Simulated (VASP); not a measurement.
A run of VASP 6.6.1 is set up as follows.

The input INCAR:

```
SYSTEM = LiF
ALGO = Normal ; EDIFF = 1E-7
ENCUT = 520 ; GGA = PS
ISIF = 2 ; ISMEAR = -1
LASPH = .TRUE. ; LCHARG = .FALSE.
LREAL = .FALSE. ; LWAVE = .FALSE.
NBANDS = 18 ; NELM = 80
PREC = Accurate ; SIGMA = 0.02
```

The input KPOINTS:

```
k-points
0
G
  12 12 6
  0 0 0
```

File POSCAR:

```
LiF
1.0
    3.0959388182      0.0000000000      0.0000000000
   -1.5479694091      2.6811616652      0.0000000000
    0.0000000000      0.0000000000      4.8133718077
Li F
2 2
Direct
    0.3333333333      0.6666666667     -0.0072676596
    0.6666666667      0.3333333333      0.4927323404
    0.3333333333      0.6666666667      0.3822676596
    0.6666666667      0.3333333333      0.8822676596
```

Potentials or basis: VASP PAW PBE potentials, release 64 (Li_sv, F).

Command:

```sh
$ cat potpaw_PBE.64/Li_sv/POTCAR potpaw_PBE.64/F/POTCAR > POTCAR
$ mpirun -np 1 vasp_std > vasp.out
```

Task: Estimate the band gap on the k mesh.

Result: 7.59 eV.

Forces on the atoms (eV/Å):
```
Li   0.000  0.000 -0.002
Li   0.000  0.000 -0.002
F    0.000  0.000  0.002
F    0.000  0.000  0.002
```

Caveat: the PAW data sets were made with another functional, which shifts forces and pressure a little. A k mesh can miss the band edges.
